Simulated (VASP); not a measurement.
# Zn (Im-3m) in VASP: further runs

Zn is run at these levels: PBE; tasks: single point.

Program: VASP 6.6.1. These are calculated values, not measurements. Logs are shortened: lines on timing, memory, paths and dates and some standing lists are left out, and cuts for length are marked.

## 1. The cell of the first run

The structure is cubic, space group Im-3m (No. 229). The conventional cell has a = 3.069 Å, b = 3.069 Å, c = 3.069 Å, α = 90.00°, β = 90.00°, γ = 90.00°. Within 3.5 Å of Zn (site symmetry m-3m) lie 14 Zn at 2.66 to 3.07 Å.

This isn't the form of Zn at room conditions, which is hcp.

## 2. Single point, PBE

File INCAR:

```
SYSTEM = Zn
PREC = Accurate
ENCUT = 500
EDIFF = 1E-6
ISMEAR = -1
SIGMA = 0.05
LREAL = .False.
LASPH = .True.
NELM = 120
ALGO = Normal
ISIF = 2
LWAVE = .False.
LCHARG = .True.
GGA = PE
LELF = .True.
LVHAR = .True.
NBANDS = 12
GGA_COMPAT = .False.
```

File KPOINTS:

```
Automatic mesh
0
Gamma
  10 10 10
  0 0 0
```

File POSCAR:

```
Zn
1.0
   -1.5344187291      1.5344187291      1.5344187291
    1.5344187291     -1.5344187291      1.5344187291
    1.5344187291      1.5344187291     -1.5344187291
Zn
1
Direct
    0.0000000000      0.0000000000      0.0000000000
```

Potentials or basis: VASP PAW PBE potentials, release 64 (Zn).

The run is started by

```sh
$ cat potpaw_PBE.64/Zn/POTCAR > POTCAR
$ mpirun -np 1 vasp_std > vasp.out
```

OUTCAR:

```text
SYSTEM = Zn
   PREC = Accurate
   ENCUT = 500
   EDIFF = 1E-6
   ISMEAR = -1
   LREAL = .False.
   LASPH = .True.
   NELM = 120
   ISIF = 2
   GGA = PE

 ion  position               nearest neighbor table
   1  0.000  0.000  0.000-

  LATTYP: Found a body centered cubic cell.
 ALAT       =     3.0688374582

  Lattice vectors:

 A1 = (  -1.5344187291,   1.5344187291,   1.5344187291)
 A2 = (   1.5344187291,  -1.5344187291,   1.5344187291)
 A3 = (   1.5344187291,   1.5344187291,  -1.5344187291)

Analysis of symmetry for initial positions (statically):
=====================================================================
 Subroutine PRICEL returns:
 Original cell was already a primitive cell.

 Routine SETGRP: Setting up the symmetry group for a
 body centered cubic supercell.

 Subroutine GETGRP returns: Found 48 space group operations
 (whereof 48 operations were pure point group operations)
 out of a pool of 48 trial point group operations.

The static configuration has the point symmetry O_h .

Analysis of symmetry for dynamics (positions and initial velocities):
=====================================================================
 Subroutine PRICEL returns:
 Original cell was already a primitive cell.

 Routine SETGRP: Setting up the symmetry group for a
 body centered cubic supercell.

 Subroutine GETGRP returns: Found 48 space group operations
 (whereof 48 operations were pure point group operations)
 out of a pool of 48 trial point group operations.

The dynamic configuration has the point symmetry O_h .

 Subroutine INISYM returns: Found 48 space group operations
 (whereof 48 operations are pure point group operations),
 and found     1 'primitive' translations

----------------------------------------------------------------------------------------

                                     Primitive cell

  volume of cell :      14.4508

  direct lattice vectors                    reciprocal lattice vectors
    -1.534418729  1.534418729  1.534418729     0.000000000  0.325856294  0.325856294
     1.534418729 -1.534418729  1.534418729     0.325856294  0.000000000  0.325856294
     1.534418729  1.534418729 -1.534418729     0.325856294  0.325856294  0.000000000

  length of vectors
     2.657691199  2.657691199  2.657691199     0.460830390  0.460830390  0.460830390

  position of ions in fractional coordinates (direct lattice)
     0.000000000  0.000000000  0.000000000

  ion indices of the primitive-cell ions
   primitive index   ion index
                 1           1

----------------------------------------------------------------------------------------

 KPOINTS: Automatic mesh

Automatic generation of k-mesh.
 Grid dimensions read from file:
 generate k-points for:   10   10   10

 Generating k-lattice:

  Cartesian coordinates                     Fractional coordinates (reciprocal lattice)
     0.000000000  0.032585629  0.032585629     0.100000000  0.000000000  0.000000000
     0.032585629  0.000000000  0.032585629     0.000000000  0.100000000  0.000000000
     0.032585629  0.032585629  0.000000000     0.000000000  0.000000000  0.100000000

  Length of vectors
     0.046083039  0.046083039  0.046083039

  Shift w.r.t. Gamma in fractional coordinates (k-lattice)
     0.000000000  0.000000000  0.000000000

 Subroutine IBZKPT returns following result:
 ===========================================

 Found     47 irreducible k-points:

 Following reciprocal coordinates:
            Coordinates               Weight
  0.000000  0.000000  0.000000      1.000000
  0.100000  0.000000  0.000000     12.000000
  0.200000  0.000000  0.000000     12.000000
  0.300000  0.000000  0.000000     12.000000
  0.400000  0.000000  0.000000     12.000000
  0.500000  0.000000  0.000000      6.000000
[... 16 lines left out ...]
  0.300000  0.300000  0.100000      8.000000
 -0.300000  0.300000  0.100000     24.000000
 [... further k-points ...]
   k-points           NKPTS =     47   k-points in BZ     NKDIM =     47   number of bands    NBANDS=     12
   number of dos      NEDOS =    301   number of ions     NIONS =      1
   total plane-waves  NPLWV =   8000
   dimension x,y,z NGX =    20 NGY =   20 NGZ =   20
   dimension x,y,z NGXF=    40 NGYF=   40 NGZF=   40
   ions per type =               1
   NGX,Y,Z   is equivalent  to a cutoff of  12.51, 12.51, 12.51 a.u.
   NGXF,Y,Z  is equivalent  to a cutoff of  25.02, 25.02, 25.02 a.u.
 SYSTEM =  Zn
   PREC   = accura    normal or accurate (medium, high low for compatibility)
   ISTART =      0    job   : 0-new  1-cont  2-samecut
   ICHARG =      2    charge: 1-file 2-atom 10-const
   ISPIN  =      1    spin polarized calculation?
   LNONCOLLINEAR =      F non collinear calculations
   LSORBIT =      F    spin-orbit coupling
   LASPH  =      T    aspherical Exc in radial PAW
   ENCUT  =  500.0 eV  36.75 Ry    6.06 a.u.   4.85  4.85  4.85*2*pi/ulx,y,z
   NELM   =    120;   NELMIN=  2; NELMDL= -5     # of ELM steps
   EDIFF  = 0.1E-05   stopping-criterion for ELM
   LREAL  =      F    real-space projection
   EDIFFG = 0.1E-04   stopping-criterion for IOM
   NSW    =      0    number of steps for IOM
   IBRION =     -1    ionic relax: 0-MD 1-quasi-New 2-CG
   NFREE  =      0    steps in history (QN), initial steepest desc. (CG)
   ISIF   =      2    stress and relaxation
   ISYM   =      2    0-nonsym 1-usesym 2-fastsym
   POTIM  = 0.5000    time-step for ionic-motion
   TEBEG  =    0.0;   TEEND  =   0.0 temperature during run
   PSTRESS=    0.0 pullay stress
   NELECT =      12.0000    total number of electrons
   NUPDOWN=      -1.0000    fix difference up-down
   EMIN   =  10.00;   EMAX   =-10.00  energy-range for DOS
   EFERMI =   0.00;   METHOD = LEGACY
   ISMEAR =    -1;   SIGMA  =   0.05  broadening in eV -4-tet -1-fermi 0-gaus
   EFERMI_NEDOS =   21; number of points for ismear=-14 and -15
   IALGO  =     38    algorithm
   IMIX   =      4    mixing-type and parameters
     AMIX     =   0.40;   BMIX     =  1.00
     AMIX_MAG =   1.60;   BMIX_MAG =  1.00
  volume/ion in A,a.u.               =      14.45        97.52
  Fermi-wavevector in a.u.,A,eV,Ry     =   1.538762  2.907838 32.215704  2.367787
  Thomas-Fermi vector in A             =   2.645085
   LORBIT       =      0    0 simple, 1 ext, 2 COOP (PROOUT), +10 PAW based schemes
   GGA     = PE    functional components
   LHFCALC =     F    Hartree Fock is set to
   AEXX    =    0.0000 exact exchange contribution
   IVDW    =     0    specifies the selected vdW correction
   LEPSILON=     F    determine dielectric tensor
   LRPA    =     F    only Hartree local field effects (RPA)
 non-spin polarized calculation
  energy-cutoff  :      500.00
  volume of cell :       14.45
 maximum number of plane-waves:       374
   NGX =  9   NGY =  9   NGZ =  9

 number of electron      11.9999995 magnetization

 Free energy of the ion-electron system (eV)
  ---------------------------------------------------
  ext. energy  EPLUGINS =         0.00000000
  ---------------------------------------------------
  free energy    TOTEN  =        -1.01791503 eV

  energy without entropy =       -1.01467650  energy(sigma->0) =       -1.01629576

 E-fermi :   3.8738     XC(G=0): -11.8354

 val. band max:        3.7790627531   @ k =  -0.4000   0.4000   0.4000
 cond. band min:       3.9351527025   @ k =   0.4000   0.1000   0.0000
 fundamental gap:      0.1560899494
 Fermi energy:         3.8738480607

 k-point     1 :       0.0000    0.0000    0.0000
  band No.  band energies     occupation
      1      -7.3053      2.00000
      2      -4.3632      2.00000
      3      -4.3632      2.00000
      4      -4.3632      2.00000
      5      -3.8043      2.00000
      6      -3.8043      2.00000
      7      23.6838      0.00000
      8      23.6838      0.00000
      9      23.6838      0.00000
     10      24.8872      0.00000
     11      24.8872      0.00000
     12      24.8872      0.00000

 k-point     2 :       0.1000    0.0000    0.0000
  band No.  band energies     occupation
      1      -6.9767      2.00000
      2      -4.3963      2.00000
      3      -4.3559      2.00000
      4      -4.2815      2.00000
      5      -3.8337      2.00000
      6      -3.8021      2.00000
      7      19.6825      0.00000
      8      21.6785      0.00000
      9      22.1443      0.00000
     10      23.2717      0.00000
     11      23.5593      0.00000
     12      24.8631      0.00000

 k-point     3 :       0.2000    0.0000    0.0000
  band No.  band energies     occupation
      1      -6.0625      2.00000
      2      -4.4823      2.00000
      3      -4.2940      2.00000
      4      -4.0609      2.00000
      5      -3.8778      2.00000
      6      -3.7950      2.00000
      7      14.4585      0.00000
      8      19.1544      0.00000
      9      19.8918      0.00000
     10      21.5566      0.00000
     11      22.4783      0.00000
     12      25.9424      0.00000

 k-point     4 :       0.3000    0.0000    0.0000
  band No.  band energies     occupation
      1      -5.1953      2.00000
      2      -4.5877      2.00000
      3      -3.8774      2.00000
      4      -3.7834      2.00000
      5      -3.7734      2.00000
      6      -3.5777      2.00000
      7       9.6875      0.00000
      8      17.1550      0.00000
      9      18.1534      0.00000
     10      20.3513      0.00000
     11      21.6954      0.00000
     12      27.7679      0.00000

 k-point     5 :       0.4000    0.0000    0.0000
  band No.  band energies     occupation
      1      -5.0896      2.00000
      2      -4.6724      2.00000
      3      -3.8480      2.00000
      4      -3.7715      2.00000
      5      -3.5270      2.00000
      6      -1.4822      2.00000
      7       5.5065      0.00000
      8      15.8695      0.00000
      9      17.0742      0.00000
     10      19.6463      0.00000
     11      21.2554      0.00000
     12      30.2206      0.00000
[... 228 lines left out ...]
      1      -4.7554      2.00000
      2      -4.5994      2.00000
      3      -4.1365      2.00000
      4      -3.7920      2.00000
      5      -3.7528      2.00000
      6       1.7409      2.00000
      7       5.1090      0.00000
      8       8.2731      0.00000
      9      11.4658      0.00000
     10      27.6647      0.00000
     11      30.4765      0.00000
     12      31.1740      0.00000

 k-point    22 :      -0.2000    0.2000    0.1000
  band No.  band energies     occupation
      1      -5.7706      2.00000
      2      -4.4036      2.00000
      3      -4.2941      2.00000
      4      -4.0782      2.00000
      5      -3.9909      2.00000
      6      -3.6841      2.00000
      7      14.7283      0.00000
      8      17.1794      0.00000
      9      18.4323      0.00000
     10      20.8594      0.00000
     11      24.0413      0.00000
     12      25.1674      0.00000

 k-point    23 :       0.3000    0.3000    0.1000
  band No.  band energies     occupation
      1      -4.7460      2.00000
      2      -4.3751      2.00000
      3      -4.3751      2.00000
      4      -3.7650      2.00000
      5      -3.7650      2.00000
      6       4.6087      0.00000
      7       4.6087      0.00000
      8       4.9875      0.00000
      9      11.1491      0.00000
     10      29.9287      0.00000
     11      29.9287      0.00000
     12      31.6594      0.00000

 k-point    24 :      -0.3000    0.3000    0.1000
  band No.  band energies     occupation
      1      -5.0190      2.00000
      2      -4.4998      2.00000
      3      -4.0965      2.00000
      4      -3.9260      2.00000
      5      -3.7879      2.00000
      6      -3.1193      2.00000
      7       9.9805      0.00000
      8      15.3596      0.00000
      9      16.9175      0.00000
     10      21.9002      0.00000
     11      22.6656      0.00000
     12      24.8884      0.00000

 [... further k-points ...]

------------------------ aborting loop because EDIFF is reached ----------------------------------------

  FORCE on cell =-STRESS in cart. coord.  units (eV):
  Direction    XX          YY          ZZ          XY          YZ          ZX
  --------------------------------------------------------------------------------------
  -------------------------------------------------------------------------------------
  Total        0.4902782      0.4902782      0.4902782      0.0000000     -0.0000000      0.0000000
  in kB       54.3577517     54.3577517     54.3577517      0.0000000     -0.0000000      0.0000000
  external PRESSURE =      54.3577517 kB  Pullay stress =       0.0000000 kB

 VOLUME and BASIS-vectors are now :
 -----------------------------------------------------------------------------
  energy-cutoff  :      500.00
  volume of cell :       14.45
      direct lattice vectors                 reciprocal lattice vectors
    -1.534418729  1.534418729  1.534418729     0.000000000  0.325856294  0.325856294
     1.534418729 -1.534418729  1.534418729     0.325856294  0.000000000  0.325856294
     1.534418729  1.534418729 -1.534418729     0.325856294  0.325856294  0.000000000

 POSITION                                       TOTAL-FORCE (eV/Angst)
 -----------------------------------------------------------------------------------
      0.00000      0.00000      0.00000         0.000000     -0.000000      0.000000
 -----------------------------------------------------------------------------------
    total drift:                                0.000000     -0.000000      0.000000

  FREE ENERGIE OF THE ION-ELECTRON SYSTEM (eV)
  ---------------------------------------------------
  free  energy   TOTEN  =        -1.0179150289 eV

  energy  without entropy=       -1.0146764959  energy(sigma->0) =       -1.01629576
```

It took 3.3 s on 1 thread of Intel Xeon 6975P-C (Granite Rapids), shared host; peak memory 0.12 GiB.

What came out:

```
Free energy            : -1.0179 eV
Pressure               : 5.4 GPa
Band gap on the k mesh : zero (bands 6 and 7 overlap by 5.17 eV)
```

Levels at points of the mesh, in eV from the Fermi level:
```csv
k point,band 2,band 3,band 4,band 5,band 6,band 7,band 8,band 9,band 10,band 11
"(0.00, 0.00, 0.00)",-8.24,-8.24,-8.24,-7.68,-7.68,19.81,19.81,19.81,21.01,21.01
"(0.50, 0.00, 0.00)",-8.58,-7.71,-7.64,-7.30,-3.22,-1.16,11.55,12.83,15.54,17.24
"(0.50, 0.50, 0.50)",-8.87,-7.39,-7.39,-7.39,4.01,4.01,4.01,7.97,8.51,8.51
```

Caveat: the cell stands under pressure.

## 3. Single point, PBE

This run uses another cell than the first one, of 13.78 Å³/atom.

File INCAR:

```
SYSTEM = Zn
ALGO = Normal
EDIFF = 1E-6
ENCUT = 500
GGA = PE
GGA_COMPAT = .FALSE.
ISIF = 2
ISMEAR = -1
LASPH = .TRUE.
LCHARG = .FALSE.
LREAL = .FALSE.
LWAVE = .FALSE.
NBANDS = 12
NELM = 120
PREC = Accurate
SIGMA = 0.05
```

File KPOINTS:

```
k-points
0
G
  10 10 10
  0 0 0
```

File POSCAR:

```
Zn
1.0
   -1.5103973420      1.5103973420      1.5103973420
    1.5103973420     -1.5103973420      1.5103973420
    1.5103973420      1.5103973420     -1.5103973420
Zn
1
Direct
    0.0000000000      0.0000000000      0.0000000000
```

Potentials or basis: VASP PAW PBE potentials, release 64 (Zn).

The run is started by

```sh
$ cat potpaw_PBE.64/Zn/POTCAR > POTCAR
$ mpirun -np 1 vasp_std > vasp.out
```

Wall time 3 s (1 thread of Intel Xeon 6975P-C (Granite Rapids), shared host); peak memory 0.12 GiB.

The run converged. Its results:

```yaml
Free_energy: -0.9854 eV
Pressure: 10.5 GPa
Band_gap_on_the_k_mesh: zero (bands 6 and 7 overlap by 5.16 eV)
```

Levels at points of the mesh, in eV from the Fermi level:
| k point | band 3 | band 4 | band 5 | band 6 | band 7 | band 8 | band 9 | band 10 |
| --- | --- | --- | --- | --- | --- | --- | --- | --- |
| (0.00, 0.00, 0.00) | -8.46 | -8.46 | -7.85 | -7.85 | 20.58 | 20.58 | 20.58 | 21.37 |
| (0.50, 0.00, 0.00) | -7.88 | -7.81 | -7.44 | -3.50 | -1.13 | 11.90 | 13.10 | 15.89 |
| (0.50, 0.50, 0.50) | -7.54 | -7.54 | -7.54 | 4.03 | 4.03 | 4.03 | 8.51 | 8.63 |

Caveat: the cell stands under pressure.
